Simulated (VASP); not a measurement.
# C2H2 in VASP: further runs

The runs below take C2H2 through single point, with r2SCAN+rVV10, HSE06+D3(BJ).

Everything below comes from runs of VASP 6.6.1. Logs are shortened: lines on timing, memory, paths and dates and some standing lists are left out, and cuts for length are marked.

## 1. The cell of the first run

The cell holds a molecule in a box, 4 atoms: a = 12.705 Å, b = 13.205 Å, c = 13.705 Å, α = 90.00°, β = 90.00°, γ = 90.00°.

## 2. Single point, r2SCAN+rVV10

Input file POSCAR:

```
HC
1.0
   12.7048579379      0.0000000000      0.0000000000
    0.0000000000     13.2048579379      0.0000000000
    0.0000000000      0.0000000000     13.7048579379
C H
2 2
Direct
    0.4717453984      0.5223189564      0.4727404928
    0.5346275147      0.4878411791      0.5287214812
    0.4159551209      0.5528571271      0.4230174150
    0.5903418360      0.4572640675      0.5784812709
```

Input file INCAR.step1:

```
SYSTEM = HC
ALGO     = Normal         ! electronic algorithm
EDIFF    = 1E-5           ! SCF threshold, eV
ENCUT    = 580            ! plane-wave cutoff, eV
GGA      = PE             ! functional
GGA_COMPAT= .False.      
ISMEAR   = 0              ! smearing method
LASPH    = .True.         ! aspherical terms in the spheres
LCHARG   = .False.        ! write CHGCAR
LREAL    = .False.        ! projectors in reciprocal space
LWAVE    = .True.         ! write WAVECAR
NBANDS   = 13             ! bands
NELM     = 120            ! most SCF steps
NELMDL   = -8           
PREC     = Accurate       ! precision mode
SIGMA    = 0.005          ! smearing width, eV
```

Input file INCAR.step2:

```
SYSTEM = HC
ALGO     = Normal         ! electronic algorithm
BPARAM   = 11.95        
CPARAM   = 0.0093       
EDIFF    = 1E-6           ! SCF threshold, eV
ENCUT    = 580            ! plane-wave cutoff, eV
GGA_COMPAT= .False.      
ISIF     = 2              ! what is computed and relaxed
ISMEAR   = 0              ! smearing method
ISTART   = 1            
IVDW_NL  = 2            
LASPH    = .True.         ! aspherical terms in the spheres
LCHARG   = .False.        ! write CHGCAR
LMIXTAU  = .True.       
LREAL    = .False.        ! projectors in reciprocal space
LUSE_VDW = .True.       
LWAVE    = .False.        ! write WAVECAR
METAGGA  = R2SCAN         ! meta-GGA
NBANDS   = 13             ! bands
NELM     = 120            ! most SCF steps
PREC     = Accurate       ! precision mode
SIGMA    = 0.005          ! smearing width, eV
```

Input file KPOINTS:

```
k-points
0
Gamma
  1 1 1
  0 0 0
```

Potentials or basis: VASP PAW PBE potentials, release 64 (C, H).

Started as:

```bash
$ cat potpaw_PBE.64/C/POTCAR potpaw_PBE.64/H/POTCAR > POTCAR
$ cp INCAR.step1 INCAR
$ mpirun -np 1 vasp_gam > vasp.out
$ cp INCAR.step2 INCAR
$ mpirun -np 1 vasp_gam > vasp.out
```

OUTCAR:

```text
SYSTEM = HC
   BPARAM = 11.95
   EDIFF = 1E-6
   ENCUT = 580
   ISIF = 2
   ISMEAR = 0
   ISTART = 1
   IVDW_NL = 2
   LASPH = .True.
   LREAL = .False.
   METAGGA = R2SCAN
   NELM = 120
   PREC = Accurate

 ion  position               nearest neighbor table
   1  0.472  0.522  0.473-   3 1.06   2 1.20
   2  0.535  0.488  0.529-   4 1.06   1 1.20
   3  0.416  0.553  0.423-   1 1.06
   4  0.590  0.457  0.578-   2 1.06

  LATTYP: Found a simple orthorhombic cell.
 ALAT       =    12.7048579379
 B/A-ratio  =     1.0393550249
 C/A-ratio  =     1.0787100497

  Lattice vectors:

 A1 = (  12.7048579379,   0.0000000000,   0.0000000000)
 A2 = (   0.0000000000,  13.2048579379,   0.0000000000)
 A3 = (   0.0000000000,   0.0000000000,  13.7048579379)

Analysis of symmetry for initial positions (statically):
=====================================================================
 Subroutine PRICEL returns:
 Original cell was already a primitive cell.

 Routine SETGRP: Setting up the symmetry group for a
 simple orthorhombic supercell.

 Subroutine GETGRP returns: Found  1 space group operations
 (whereof  1 operations were pure point group operations)
 out of a pool of  8 trial point group operations.

The static configuration has the point symmetry C_1 .

Analysis of symmetry for dynamics (positions and initial velocities):
=====================================================================
 Subroutine PRICEL returns:
 Original cell was already a primitive cell.

 Routine SETGRP: Setting up the symmetry group for a
 simple orthorhombic supercell.

 Subroutine GETGRP returns: Found  1 space group operations
 (whereof  1 operations were pure point group operations)
 out of a pool of  8 trial point group operations.

The dynamic configuration has the point symmetry C_1 .

 Subroutine INISYM returns: Found  1 space group operations
 (whereof  1 operations are pure point group operations),
 and found     1 'primitive' translations

----------------------------------------------------------------------------------------

                                     Primitive cell

  volume of cell :    2299.2071

  direct lattice vectors                    reciprocal lattice vectors
    12.704857938  0.000000000  0.000000000     0.078710050  0.000000000  0.000000000
     0.000000000 13.204857938  0.000000000     0.000000000  0.075729705  0.000000000
     0.000000000  0.000000000 13.704857938     0.000000000  0.000000000  0.072966827

  length of vectors
    12.704857938 13.204857938 13.704857938     0.078710050  0.075729705  0.072966827

  position of ions in fractional coordinates (direct lattice)
     0.471745398  0.522318956  0.472740493
     0.534627515  0.487841179  0.528721481
     0.415955121  0.552857127  0.423017415
     0.590341836  0.457264067  0.578481271

  ion indices of the primitive-cell ions
   primitive index   ion index
                 1           1
                 2           2
                 3           3
                 4           4

----------------------------------------------------------------------------------------

 KPOINTS: k-points

Automatic generation of k-mesh.
 Grid dimensions read from file:
 generate k-points for:    1    1    1

 Generating k-lattice:

  Cartesian coordinates                     Fractional coordinates (reciprocal lattice)
     0.078710050  0.000000000  0.000000000     1.000000000  0.000000000  0.000000000
     0.000000000  0.075729705  0.000000000     0.000000000  1.000000000  0.000000000
     0.000000000  0.000000000  0.072966827     0.000000000  0.000000000  1.000000000

  Length of vectors
     0.078710050  0.075729705  0.072966827

  Shift w.r.t. Gamma in fractional coordinates (k-lattice)
     0.000000000  0.000000000  0.000000000

 Subroutine IBZKPT returns following result:
 ===========================================

 Found      1 irreducible k-points:

 Following reciprocal coordinates:
            Coordinates               Weight
  0.000000  0.000000  0.000000      1.000000
   k-points           NKPTS =      1   k-points in BZ     NKDIM =      1   number of bands    NBANDS=     13
   number of dos      NEDOS =    301   number of ions     NIONS =      4
   total plane-waves  NPLWV = ******
   dimension x,y,z NGX =   100 NGY =  108 NGZ =  108
   dimension x,y,z NGXF=   200 NGYF=  216 NGZF=  216
   ions per type =               2   2
   NGX,Y,Z   is equivalent  to a cutoff of  13.09, 13.60, 13.10 a.u.
   NGXF,Y,Z  is equivalent  to a cutoff of  26.17, 27.19, 26.20 a.u.
 SYSTEM =  HC
   PREC   = accura    normal or accurate (medium, high low for compatibility)
   ISTART =      1    job   : 0-new  1-cont  2-samecut
   ICHARG =      0    charge: 1-file 2-atom 10-const
   ISPIN  =      1    spin polarized calculation?
   LNONCOLLINEAR =      F non collinear calculations
   LSORBIT =      F    spin-orbit coupling
   LASPH  =      T    aspherical Exc in radial PAW
   ENCUT  =  580.0 eV  42.63 Ry    6.53 a.u.  24.95 25.93 26.91*2*pi/ulx,y,z
   NELM   =    120;   NELMIN=  2; NELMDL=  0     # of ELM steps
   EDIFF  = 0.1E-05   stopping-criterion for ELM
   LREAL  =      F    real-space projection
   EDIFFG = 0.1E-04   stopping-criterion for IOM
   NSW    =      0    number of steps for IOM
   IBRION =     -1    ionic relax: 0-MD 1-quasi-New 2-CG
   NFREE  =      0    steps in history (QN), initial steepest desc. (CG)
   ISIF   =      2    stress and relaxation
   ISYM   =      2    0-nonsym 1-usesym 2-fastsym
   POTIM  = 0.5000    time-step for ionic-motion
   TEBEG  =    0.0;   TEEND  =   0.0 temperature during run
   PSTRESS=    0.0 pullay stress
   NELECT =      10.0000    total number of electrons
   NUPDOWN=      -1.0000    fix difference up-down
   EMIN   =  10.00;   EMAX   =-10.00  energy-range for DOS
   EFERMI =   0.00;   METHOD = LEGACY
   ISMEAR =     0;   SIGMA  =   0.01  broadening in eV -4-tet -1-fermi 0-gaus
   EFERMI_NEDOS =   21; number of points for ismear=-14 and -15
   IALGO  =     38    algorithm
   IMIX   =      4    mixing-type and parameters
     AMIX     =   0.40;   BMIX     =  1.00
     AMIX_MAG =   1.60;   BMIX_MAG =  1.00
  volume/ion in A,a.u.               =     574.80      3878.95
  Fermi-wavevector in a.u.,A,eV,Ry     =   0.267228  0.504988  0.971604  0.071411
  Thomas-Fermi vector in A             =   1.102288
   LORBIT       =      0    0 simple, 1 ext, 2 COOP (PROOUT), +10 PAW based schemes
   METAGGA = R2SCAN    functional components
   LHFCALC =     F    Hartree Fock is set to
   AEXX    =    0.0000 exact exchange contribution
   IVDW_NL    =     2    kernel type
   BPARAM     =11.9500
   IVDW    =     0    specifies the selected vdW correction
   LEPSILON=     F    determine dielectric tensor
   LRPA    =     F    only Hartree local field effects (RPA)
 non-spin polarized calculation
 Gauss-broadening in eV      SIGMA  =   0.01
  energy-cutoff  :      580.00
  volume of cell :     2299.21
 maximum number of plane-waves:     36442
 NGX is ok and might be reduce to    98
   NGX = 49   NGY = 51   NGZ = 53

 number of electron      10.0000001 magnetization

 Free energy of the ion-electron system (eV)
  ---------------------------------------------------
  ext. energy  EPLUGINS =         0.00000000
  ---------------------------------------------------
  free energy    TOTEN  =       -23.94981340 eV

  energy without entropy =      -23.94981340  energy(sigma->0) =      -23.94981340

 E-fermi :  -7.2466     XC(G=0):  -0.1938

 val. band max:       -7.3176266176   @ k =   0.0000   0.0000   0.0000
 cond. band min:       0.0691285571   @ k =   0.0000   0.0000   0.0000
 fundamental gap:      7.3867551747
 Fermi energy:        -7.2465941155

 k-point     1 :       0.0000    0.0000    0.0000
  band No.  band energies     occupation
      1     -19.5874      2.00000
      2     -14.6064      2.00000
      3     -12.5702      2.00000
      4      -7.3179      2.00000
      5      -7.3176      2.00000
      6       0.0691      0.00000
      7       0.1260      0.00000
      8       0.1329      0.00000
      9       0.7799      0.00000
     10       0.9045      0.00000
     11       0.9230      0.00000
     12       0.9646      0.00000
     13       0.9835      0.00000

------------------------ aborting loop because EDIFF is reached ----------------------------------------

  FORCE on cell =-STRESS in cart. coord.  units (eV):
  Direction    XX          YY          ZZ          XY          YZ          ZX
  --------------------------------------------------------------------------------------
  -------------------------------------------------------------------------------------
  Total        0.0610010     -0.0127888      0.0528228     -0.0634703     -0.0609661      0.1065495
  in kB        0.0425079     -0.0089117      0.0368090     -0.0442286     -0.0424835      0.0742479
  external PRESSURE =       0.0234684 kB  Pullay stress =       0.0000000 kB

 VOLUME and BASIS-vectors are now :
 -----------------------------------------------------------------------------
  energy-cutoff  :      580.00
  volume of cell :     2299.21
      direct lattice vectors                 reciprocal lattice vectors
    12.704857938  0.000000000  0.000000000     0.078710050  0.000000000  0.000000000
     0.000000000 13.204857938  0.000000000     0.000000000  0.075729705  0.000000000
     0.000000000  0.000000000 13.704857938     0.000000000  0.000000000  0.072966827

 POSITION                                       TOTAL-FORCE (eV/Angst)
 -----------------------------------------------------------------------------------
      5.99346      6.89715      6.47884        -0.122648      0.068592     -0.120163
      6.79237      6.44187      7.24605         0.117810     -0.067793      0.118220
      5.28465      7.30040      5.79739        -0.007649      0.005635     -0.007494
      7.50021      6.03811      7.92800         0.012487     -0.006434      0.009437
 -----------------------------------------------------------------------------------
    total drift:                               -0.000265     -0.000109      0.000026

  FREE ENERGIE OF THE ION-ELECTRON SYSTEM (eV)
  ---------------------------------------------------
  free  energy   TOTEN  =       -23.9498134001 eV

  energy  without entropy=      -23.9498134001  energy(sigma->0) =      -23.94981340
```

It took 34 min on 1 thread of AMD EPYC 7R13 (Zen 3), shared host; peak memory 5.8 GiB.

What came out:

```yaml
Free_energy: -23.9498 eV
Largest_force: 0.185 eV/Å
Gap_between_the_frontier_levels: 7.39 eV
```

Forces on the atoms (eV/Å):
```
C   -0.123  0.069 -0.120
C    0.118 -0.068  0.118
H   -0.008  0.006 -0.007
H    0.012 -0.006  0.009
```

Levels at points of the mesh, in eV from the valence-band top:
| k point | band 1 | band 2 | band 3 | band 4 | band 5 | band 6 | band 7 | band 8 | band 9 | band 10 |
| --- | --- | --- | --- | --- | --- | --- | --- | --- | --- | --- |
| (0.00, 0.00, 0.00) | -12.27 | -7.29 | -5.25 | 0.00 | 0.00 | 7.39 | 7.44 | 7.45 | 8.10 | 8.22 |

Caveat: the PAW data sets were made with another functional, which shifts forces and pressure a little.

## 3. Single point, HSE06+D3(BJ)

Input file POSCAR:

```
HC
1.0
   12.7048579379      0.0000000000      0.0000000000
    0.0000000000     13.2048579379      0.0000000000
    0.0000000000      0.0000000000     13.7048579379
C H
2 2
Direct
    0.4715188700      0.5224566100      0.4725301800
    0.5348723500      0.4877187200      0.5289157200
    0.4153004000      0.5532027000      0.4224472300
    0.5909782500      0.4569033000      0.5790675300
```

Input file INCAR.step1:

```
SYSTEM = HC
PREC = Accurate ; ENCUT = 520
EDIFF = 1E-5 ; ISMEAR = 0
SIGMA = 0.005 ; LREAL = .False.
LASPH = .True. ; NELM = 120
ALGO = Normal ; ISIF = 2
LWAVE = .True. ; LCHARG = .False.
NBANDS = 13 ; GGA = PE
GGA_COMPAT = .False. ; NELMDL = -8
```

Input file INCAR.step2:

```
SYSTEM = HC
PREC = Accurate ; ENCUT = 520
EDIFF = 1E-6 ; ISMEAR = 0
SIGMA = 0.005 ; LREAL = .False.
LASPH = .True. ; NELM = 120
ALGO = Normal ; ISIF = 2
LWAVE = .False. ; LCHARG = .False.
GGA = PE ; LHFCALC = .True.
HFSCREEN = 0.2079 ; PRECFOCK = Normal
IVDW = 12 ; VDW_S6 = 1.0
VDW_S8 = 2.31 ; VDW_A1 = 0.383
VDW_A2 = 5.685 ; NBANDS = 13
ISTART = 1 ; GGA_COMPAT = .False.
```

Input file KPOINTS:

```
Automatic mesh
0
Gamma
  1 1 1
  0 0 0
```

Potentials or basis: VASP PAW PBE potentials, release 64 (C, H).

Started as:

```bash
$ cat potpaw_PBE.64/C/POTCAR potpaw_PBE.64/H/POTCAR > POTCAR
$ cp INCAR.step1 INCAR
$ mpirun -np 1 vasp_gam > vasp.out
$ cp INCAR.step2 INCAR
$ mpirun -np 1 vasp_gam > vasp.out
```

Wall time 9 min (1 thread of AMD EPYC 7R13 (Zen 3), shared host); peak memory 1.7 GiB.

The run converged. Its results:

```
Free energy                     : -26.6382 eV
Largest force                   : 0.738 eV/Å
Gap between the frontier levels : 7.73 eV
Dispersion energy per atom      : -0.005 eV
```

Forces on the atoms (eV/Å):
```
C    0.493 -0.283  0.470
C   -0.496  0.281 -0.468
H    0.172 -0.096  0.165
H   -0.169  0.098 -0.167
```

Levels at points of the mesh, in eV from the valence-band top:
| k point | band 2 | band 3 | band 4 | band 5 | band 6 | band 7 | band 8 | band 9 |
| --- | --- | --- | --- | --- | --- | --- | --- | --- |
| (0.00, 0.00, 0.00) | -7.51 | -5.49 | 0.00 | 0.00 | 7.73 | 8.13 | 8.15 | 8.28 |

Caveat: the PAW data sets were made with another functional, which shifts forces and pressure a little.
